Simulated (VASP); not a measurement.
A run of VASP 6.6.1 is set up as follows.

INCAR

```
PREC = Accurate
ENCUT = 600
EDIFF = 1E-6
ISMEAR = 0
SIGMA = 0.1
LREAL = False
LASPH = True
NELM = 80
ALGO = Normal
ISIF = 3
LWAVE = False
LCHARG = False
GGA = PE
IBRION = 2
NSW = 90
EDIFFG = -0.04
```

File KPOINTS:

```
regular mesh
0
Gamma
  6 6 4
```

The input POSCAR:

```
CaYC2N2
1.0
    3.6789460305      0.0000000000      0.0000000000
    1.7599849277      3.6866695248      0.0000000000
    1.7831923091     -0.5752063255      6.0182986900
Ca Y C N
1 1 2 2
Direct
    0.0000000000      0.5000000000      0.5000000000
    0.0000000000      0.0000000000      0.0000000000
    0.6048622915      0.5977207263      0.1915961717
    0.3951377085      0.4022792737      0.8084038283
    0.3951479292      0.9189440048      0.2840416542
    0.6048520708      0.0810559952      0.7159583458
```

Potentials or basis: VASP PAW PBE potentials, release 64 (Ca_sv, Y_sv, C, N).

Command:

```sh
$ cat potpaw_PBE.64/Ca_sv/POTCAR potpaw_PBE.64/Y_sv/POTCAR potpaw_PBE.64/C/POTCAR potpaw_PBE.64/N/POTCAR > POTCAR
$ mpirun -np 1 vasp_std > vasp.out
```

(1) Predict the band gap on the k mesh.

(2) Predict the relaxed cell.

(3) Estimate the relaxed volume.

## Answers

(1) zero (an odd number of electrons rules out a gap without spin polarisation).

(2) a = 3.677 Å, b = 4.163 Å, c = 6.266 Å, α = 88.17°, β = 72.98°, γ = 63.98°.

(3) 13.65 Å³/atom.

Caveat: an odd number of electrons without spin polarisation forces a metal; a magnetic or distorted state may lie lower.
